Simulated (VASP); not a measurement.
Here is a VASP 6.6.1 calculation.

File INCAR:

```
PREC = Accurate ; ENCUT = 520
EDIFF = 1E-7 ; ISMEAR = -1
SIGMA = 0.03 ; LREAL = False
LASPH = True ; NELM = 60
ALGO = Normal ; ISIF = 2
LWAVE = False ; LCHARG = False
GGA = PE ; NBANDS = 16
```

KPOINTS

```
Automatic mesh
0
Gamma
  8 8 8
```

File POSCAR:

```
CdSe
1.0
    0.0614054240      3.1009739106      3.1009739106
    3.1009739106      0.0614054240      3.1009739106
    3.1009739106      3.1009739106      0.0614054240
Cd Se
1 1
Direct
    0.0000000000      0.0000000000      0.0000000000
    0.2500000000      0.2500000000      0.2500000000
```

Potentials or basis: VASP PAW PBE potentials, release 64 (Cd, Se).

Run with:

```console
$ cat potpaw_PBE.64/Cd/POTCAR potpaw_PBE.64/Se/POTCAR > POTCAR
$ mpirun -np 1 vasp_std > vasp.out
```

Q: Estimate the band gap on the k mesh.

A: 0.53 eV.

Q: Predict the pressure.

A: 1.7 GPa.

Stress tensor (GPa, compression positive):
```
 1.65 -0.82 -0.82
-0.82  1.65 -0.82
-0.82 -0.82  1.65
```

Caveat: the cell differs from its parent crystal (equal xy, yz and zx shear strains of +2 %).
